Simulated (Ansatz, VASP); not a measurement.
# HfB2 in VASP and in Ansatz

File INCAR:

```
  PREC = Accurate
  ENCUT = 520
  EDIFF = 1E-8
  ISMEAR = -1
  SIGMA = 0.05
  LREAL = False
  LASPH = True
  NELM = 80
  ALGO = Normal
  ISIF = 2
  LWAVE = False
  LCHARG = False
  GGA = PE
  LEFG = True
  NBANDS = 15
```

File KPOINTS:

```
regular mesh
0
Gamma
  13 13 11
```

The input POSCAR:

```
HfB2
1.0
    3.1400001005     -0.0157000005     -0.0157000005
   -1.5835966496      2.7271698552     -0.0057465990
   -0.0174000000     -0.0174000000      3.4800000000
Hf B
1 2
Direct
    0.0000000000      0.0000000000      0.0000000000
    0.3333333333      0.6666666667      0.5000000000
    0.6666666667      0.3333333333      0.5000000000
```

Input for Ansatz:

```yaml
crystal:
  lattice:
    - [3.1400001005, -0.0157000005, -0.0157000005]
    - [-1.5835966496, 2.7271698552, -0.005746599]
    - [-0.0174, -0.0174, 3.48]
  atoms:
    - { symbol: Hf, position: [0.0, 0.0, 0.0] }
    - { symbol: B, position: [0.3333333333, 0.6666666667, 0.5] }
    - { symbol: B, position: [0.6666666667, 0.3333333333, 0.5] }
kpoints:
  mp_grid: { grid: [13, 13, 11] }
scf:
  occupations: { method: fermi_dirac, width: 0.05 }
hamiltonian:
  xc: pbe
  pseudopotentials: { kind: all_electron, datasets: crystal }
output:
  forces: true
  stress: true
  eigenvalues: true
  efg: { contact_densities: true }
```

Change from the starting cell: equal xy, yz and zx shear strains of -1 %, crystal datasets.

Alike in both runs: task electric field gradients; functional PBE; k mesh 13 × 13 × 11; occupations fermi-dirac, width 0.05 eV; no spin polarisation.

|  | VASP | Ansatz |
| --- | --- | --- |
| version | VASP 6.6.1 | Ansatz 0.2.0 |
| potentials or method | VASP PAW PBE potentials, release 64 (Hf_pv, B), cutoff 520 eV | all-electron PAW with datasets made for the crystal, scalar-relativistic |

Ansatz gave:

```
pressure (GPa)                                                : 1.5
traceless stress, the component that is largest in VASP (GPa) : 2.76
rms of the force components (eV/Å)                            : 0.007
size of Vzz on the site where it differs most (V/Å²)          : 115.6
```

Problem. What did VASP give for the same quantities?

Solution. Pressure (GPa): 1.1; traceless stress, the component that is largest in VASP (GPa): 2.77; rms of the force components (eV/Å): 0.007; size of Vzz on the site where it differs most (V/Å²): 83.2.

Atom by atom the forces differ by 0.000 eV/Å (rms over components). Ansatz ran all-electron here, and VASP with PAW potentials.

Neither program's run includes spin-orbit coupling.
